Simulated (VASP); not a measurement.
# TiO2 (I4_1/amd) in VASP: notebook

TiO2 is run at these levels: PBEsol; tasks: relaxation of cell and atoms.

All numbers are computed with VASP 6.6.1; they aren't measurements. Logs are shortened: lines on timing, memory, paths and dates and some standing lists are left out, and cuts for length are marked.

## (1) The cell of the first run

It takes space group I4_1/amd (No. 141, tetragonal). The conventional cell has a = 3.784 Å, b = 3.784 Å, c = 9.515 Å, α = 90.00°, β = 90.00°, γ = 90.00°. Within 2.6 Å of Ti (site symmetry -4m2) lie 6 O at 1.93 to 1.98 Å. O (site symmetry 2mm) has 3 Ti at 1.93 to 1.98 Å and 2 O at 2.47 Å within 2.6 Å.

## (2) Relaxation of cell and atoms, PBEsol

INCAR

```
SYSTEM = TiO2
PREC = Accurate
ENCUT = 600
EDIFF = 1E-7
ISMEAR = 0
SIGMA = 0.01
LREAL = .FALSE.
LASPH = .TRUE.
NELM = 120
ALGO = Normal
ISIF = 3
LWAVE = .FALSE.
LCHARG = .FALSE.
GGA = PS
IBRION = 2
NSW = 80
EDIFFG = -0.01
GGA_COMPAT = .FALSE.
NELMIN = 4
```

KPOINTS

```
regular mesh
0
G
  6 6 6
  0 0 0
```

POSCAR

```
TiO2
1.0
   -1.8921000000      1.8921000000      4.7573000000
    1.8921000000     -1.8921000000      4.7573000000
    1.8921000000      1.8921000000     -4.7573000000
Ti O
2 4
Direct
    0.0000000000      1.0000000000      0.0000000000
    0.7500000000      0.2500000000      0.5000000000
    0.2081000000      0.2081000000      0.0000000000
    0.7919000000      0.7919000000      0.0000000000
   -0.0419000000      0.4581000000      0.5000000000
    0.5419000000      1.0419000000      0.5000000000
```

Potentials or basis: VASP PAW PBE potentials, release 64 (Ti_sv, O).

On the command line:

```console
$ cat potpaw_PBE.64/Ti_sv/POTCAR potpaw_PBE.64/O/POTCAR > POTCAR
$ mpirun -np 1 vasp_std > vasp.out
```

OUTCAR:

```text
SYSTEM = TiO2
   PREC = Accurate
   ENCUT = 600
   EDIFF = 1E-7
   ISMEAR = 0
   LREAL = .FALSE.
   LASPH = .TRUE.
   NELM = 120
   ISIF = 3
   GGA = PS
   IBRION = 2
   NSW = 80
   EDIFFG = -0.01
   NELMIN = 4

 ion  position               nearest neighbor table
   1  0.000  0.000  0.000-   6 1.93   5 1.93   6 1.93   5 1.93   4 1.98   3 1.98
   2  0.750  0.250  0.500-   4 1.93   3 1.93   4 1.93   3 1.93   5 1.98   6 1.98
   3  0.208  0.208  0.000-   2 1.93   2 1.93   1 1.98
   4  0.792  0.792  0.000-   2 1.93   2 1.93   1 1.98
   5  0.958  0.458  0.500-   1 1.93   1 1.93   2 1.98
   6  0.542  0.042  0.500-   1 1.93   1 1.93   2 1.98

  LATTYP: Found a body centered tetragonal cell.
 ALAT       =     3.7842000000
 C/A-ratio  =     2.5142962846

  Lattice vectors:

 A1 = (  -1.8921000000,   1.8921000000,   4.7573000000)
 A2 = (   1.8921000000,  -1.8921000000,   4.7573000000)
 A3 = (   1.8921000000,   1.8921000000,  -4.7573000000)

Analysis of symmetry for initial positions (statically):
=====================================================================
 Subroutine PRICEL returns:
 Original cell was already a primitive cell.

 Routine SETGRP: Setting up the symmetry group for a
 body centered tetragonal supercell.

 Subroutine GETGRP returns: Found 16 space group operations
 (whereof  8 operations were pure point group operations)
 out of a pool of 16 trial point group operations.

The static configuration has the point symmetry D_2d.
 The point group associated with its full space group is D_4h.

Analysis of symmetry for dynamics (positions and initial velocities):
=====================================================================
 Subroutine PRICEL returns:
 Original cell was already a primitive cell.

 Routine SETGRP: Setting up the symmetry group for a
 body centered tetragonal supercell.

 Subroutine GETGRP returns: Found 16 space group operations
 (whereof  8 operations were pure point group operations)
 out of a pool of 16 trial point group operations.

The dynamic configuration has the point symmetry D_2d.
 The point group associated with its full space group is D_4h.

 Subroutine INISYM returns: Found 16 space group operations
 (whereof  8 operations are pure point group operations),
 and found     1 'primitive' translations

----------------------------------------------------------------------------------------

                                     Primitive cell

  volume of cell :      68.1253

  direct lattice vectors                    reciprocal lattice vectors
    -1.892100000  1.892100000  4.757300000     0.000000000  0.264256646  0.105101633
     1.892100000 -1.892100000  4.757300000     0.264256646  0.000000000  0.105101633
     1.892100000  1.892100000 -4.757300000     0.264256646  0.264256646  0.000000000

  length of vectors
     5.458203744  5.458203744  5.458203744     0.284390450  0.284390450  0.373715333

  position of ions in fractional coordinates (direct lattice)
     0.000000000  0.000000000  0.000000000
     0.750000000  0.250000000  0.500000000
     0.208100000  0.208100000  0.000000000
     0.791900000  0.791900000  0.000000000
     0.958100000  0.458100000  0.500000000
     0.541900000  0.041900000  0.500000000

  ion indices of the primitive-cell ions
   primitive index   ion index
                 1           1
                 2           2
                 3           3
                 4           4
                 5           5
                 6           6

----------------------------------------------------------------------------------------

 KPOINTS: regular mesh

Automatic generation of k-mesh.
 Grid dimensions read from file:
 generate k-points for:    6    6    6

 Generating k-lattice:

  Cartesian coordinates                     Fractional coordinates (reciprocal lattice)
     0.000000000  0.044042774  0.017516939     0.166666667  0.000000000 -0.000000000
     0.044042774  0.000000000  0.017516939     0.000000000  0.166666667 -0.000000000
     0.044042774  0.044042774  0.000000000     0.000000000  0.000000000  0.166666667

  Length of vectors
     0.047398408  0.047398408  0.062285889

  Shift w.r.t. Gamma in fractional coordinates (k-lattice)
     0.000000000  0.000000000  0.000000000

 Subroutine IBZKPT returns following result:
 ===========================================

 Found     30 irreducible k-points:

 Following reciprocal coordinates:
            Coordinates               Weight
  0.000000  0.000000  0.000000      1.000000
  0.166667 -0.000000  0.000000      8.000000
  0.333333  0.000000  0.000000      8.000000
  0.500000  0.000000  0.000000      4.000000
  0.166667  0.166667  0.000000      8.000000
  0.333333  0.166667 -0.000000     16.000000
[... 16 lines left out ...]
 -0.333333 -0.333333  0.166667      8.000000
 -0.166667 -0.333333  0.166667      8.000000
 [... further k-points ...]
   k-points           NKPTS =     30   k-points in BZ     NKDIM =     30   number of bands    NBANDS=     28
   number of dos      NEDOS =    301   number of ions     NIONS =      6
   total plane-waves  NPLWV = 110592
   dimension x,y,z NGX =    48 NGY =   48 NGZ =   48
   dimension x,y,z NGXF=    96 NGYF=   96 NGZF=   96
   ions per type =               2   4
   NGX,Y,Z   is equivalent  to a cutoff of  14.62, 14.62, 14.62 a.u.
   NGXF,Y,Z  is equivalent  to a cutoff of  29.24, 29.24, 29.24 a.u.
 SYSTEM =  TiO2
   PREC   = accura    normal or accurate (medium, high low for compatibility)
   ISTART =      0    job   : 0-new  1-cont  2-samecut
   ICHARG =      2    charge: 1-file 2-atom 10-const
   ISPIN  =      1    spin polarized calculation?
   LNONCOLLINEAR =      F non collinear calculations
   LSORBIT =      F    spin-orbit coupling
   LASPH  =      T    aspherical Exc in radial PAW
   ENCUT  =  600.0 eV  44.10 Ry    6.64 a.u.  10.90 10.90 10.90*2*pi/ulx,y,z
   NELM   =    120;   NELMIN=  4; NELMDL= -5     # of ELM steps
   EDIFF  = 0.1E-06   stopping-criterion for ELM
   LREAL  =      F    real-space projection
   EDIFFG = -.1E-01   stopping-criterion for IOM
   NSW    =     80    number of steps for IOM
   IBRION =      2    ionic relax: 0-MD 1-quasi-New 2-CG
   NFREE  =      1    steps in history (QN), initial steepest desc. (CG)
   ISIF   =      3    stress and relaxation
   ISYM   =      2    0-nonsym 1-usesym 2-fastsym
   POTIM  = 0.5000    time-step for ionic-motion
   TEBEG  =    0.0;   TEEND  =   0.0 temperature during run
   PSTRESS=    0.0 pullay stress
   NELECT =      48.0000    total number of electrons
   NUPDOWN=      -1.0000    fix difference up-down
   EMIN   =  10.00;   EMAX   =-10.00  energy-range for DOS
   EFERMI =   0.00;   METHOD = LEGACY
   ISMEAR =     0;   SIGMA  =   0.01  broadening in eV -4-tet -1-fermi 0-gaus
   EFERMI_NEDOS =   21; number of points for ismear=-14 and -15
   IALGO  =     38    algorithm
   IMIX   =      4    mixing-type and parameters
     AMIX     =   0.40;   BMIX     =  1.00
     AMIX_MAG =   1.60;   BMIX_MAG =  1.00
  volume/ion in A,a.u.               =      11.35        76.62
  Fermi-wavevector in a.u.,A,eV,Ry     =   1.456752  2.752862 28.873289  2.122127
  Thomas-Fermi vector in A             =   2.573634
   LORBIT       =      0    0 simple, 1 ext, 2 COOP (PROOUT), +10 PAW based schemes
   GGA     = PS    functional components
   LHFCALC =     F    Hartree Fock is set to
   AEXX    =    0.0000 exact exchange contribution
   IVDW    =     0    specifies the selected vdW correction
   LEPSILON=     F    determine dielectric tensor
   LRPA    =     F    only Hartree local field effects (RPA)
 conjugate gradient relaxation of ions
 non-spin polarized calculation
 Gauss-broadening in eV      SIGMA  =   0.01
  energy-cutoff  :      600.00
  volume of cell :       68.13
 maximum number of plane-waves:      2299
 NGX is ok and might be reduce to    48
   NGX = 21   NGY = 21   NGZ = 21

--------------------------------------- Ionic step        1  -------------------------------------------

 number of electron      47.9999997 magnetization

 Free energy of the ion-electron system (eV)
  ---------------------------------------------------
  ext. energy  EPLUGINS =         0.00000000
  ---------------------------------------------------
  free energy    TOTEN  =       -56.22557292 eV

  energy without entropy =      -56.22557292  energy(sigma->0) =      -56.22557292

------------------------ aborting loop because EDIFF is reached ----------------------------------------

  FORCE on cell =-STRESS in cart. coord.  units (eV):
  Direction    XX          YY          ZZ          XY          YZ          ZX
  --------------------------------------------------------------------------------------
  -------------------------------------------------------------------------------------
  Total       -0.3918522     -0.3918522      0.0364110      0.0000000      0.0000000      0.0000000
  in kB       -9.2156124     -9.2156124      0.8563180      0.0000000      0.0000000      0.0000000
  external PRESSURE =      -5.8583023 kB  Pullay stress =       0.0000000 kB
[... 305 lines left out ...]
  energy  without entropy=      -56.2267376348  energy(sigma->0) =      -56.22673763

--------------------------------------- Ionic step        9  -------------------------------------------

 number of electron      47.9999997 magnetization

 Free energy of the ion-electron system (eV)
  ---------------------------------------------------
  ext. energy  EPLUGINS =         0.00000000
  ---------------------------------------------------
  free energy    TOTEN  =       -56.22679261 eV

  energy without entropy =      -56.22679261  energy(sigma->0) =      -56.22679261

 E-fermi :   3.3252     XC(G=0): -11.0244

 val. band max:        3.2494086101   @ k =   0.5000   0.5000   0.0000
 cond. band min:       5.3792034063   @ k =   0.0000   0.0000   0.0000
 fundamental gap:      2.1297947961
 Fermi energy:         3.3252292152

 k-point     1 :       0.0000    0.0000    0.0000
  band No.  band energies     occupation
      1     -52.8193      2.00000
      2     -52.7576      2.00000
      3     -29.4084      2.00000
      4     -29.1619      2.00000
      5     -29.1619      2.00000
      6     -29.0894      2.00000
[... 733 lines left out ...]
     27       6.7979      0.00000
     28       6.9378      0.00000

 [... further k-points ...]

------------------------ aborting loop because EDIFF is reached ----------------------------------------

  FORCE on cell =-STRESS in cart. coord.  units (eV):
  Direction    XX          YY          ZZ          XY          YZ          ZX
  --------------------------------------------------------------------------------------
  -------------------------------------------------------------------------------------
  Total       -0.0013509     -0.0013509     -0.0035718      0.0000000      0.0000000      0.0000000
  in kB       -0.0318223     -0.0318223     -0.0841367      0.0000000      0.0000000      0.0000000
  external PRESSURE =      -0.0492604 kB  Pullay stress =       0.0000000 kB
[... 21 lines left out ...]
  FREE ENERGIE OF THE ION-ELECTRON SYSTEM (eV)
  ---------------------------------------------------
  free  energy   TOTEN  =       -56.2267926112 eV

  energy  without entropy=      -56.2267926112  energy(sigma->0) =      -56.22679261

 reached required accuracy - stopping structural energy minimisation
```

Wall time 11 min (1 thread of Intel Xeon Platinum 8259CL at 2.50GHz (Skylake/Cascade Lake), shared host); peak memory 0.37 GiB.

Results:

```
Free energy                           : -56.2268 eV
Relaxed volume                        : 11.34 Å³/atom
Relaxed cell                          : a = 5.474 Å, b = 5.474 Å, c = 5.474 Å, α = 139.69°, β = 139.69°, γ = 58.32°
Space group after relaxing (to 0.1 Å) : I4_1/amd (No. 141)
Energy gained by relaxing             : 0.2 meV/atom
Ionic steps                           : 9
Pressure after relaxing               : 0.0 GPa
Band gap on the k mesh                : 2.13 eV (least direct gap 2.43 eV)
```

The path:
| step | energy change (eV) | largest force (eV/Å) | pressure (GPa) | volume (Å³) |
| --- | --- | --- | --- | --- |
| 1 | 0.0000 | 0.0099 | -0.59 | 68.13 |
| 2 | -0.0004 | 0.0064 | 0.69 | 67.72 |
| 3 | -0.0008 | 0.0003 | 0.18 | 67.88 |
| 4 | -0.0009 | 0.0307 | -0.03 | 67.94 |
| 5 | -0.0009 | 0.0275 | -0.02 | 67.93 |
| 6 | -0.0010 | 0.0219 | -0.01 | 67.95 |
| 7 | -0.0012 | 0.0110 | 0.00 | 67.98 |
| 8 | -0.0012 | 0.0112 | 0.02 | 68.05 |
| 9 | -0.0012 | 0.0001 | 0.00 | 68.02 |

Final structure:
```
CELL_PARAMETERS angstrom
-1.88608 1.88608 4.77999
1.88608 -1.88608 4.77999
1.88608 1.88608 -4.77999
ATOMIC_POSITIONS crystal
Ti 0.00000 0.00000 0.00000
Ti 0.75000 0.25000 0.50000
O 0.20755 0.20755 0.00000
O 0.79245 0.79245 0.00000
O 0.95755 0.45755 0.50000
O 0.54245 0.04245 0.50000
```

Caveat: the PAW data sets were made with another functional, which shifts forces and pressure a little.

(Part 1 of 2 ends here.)
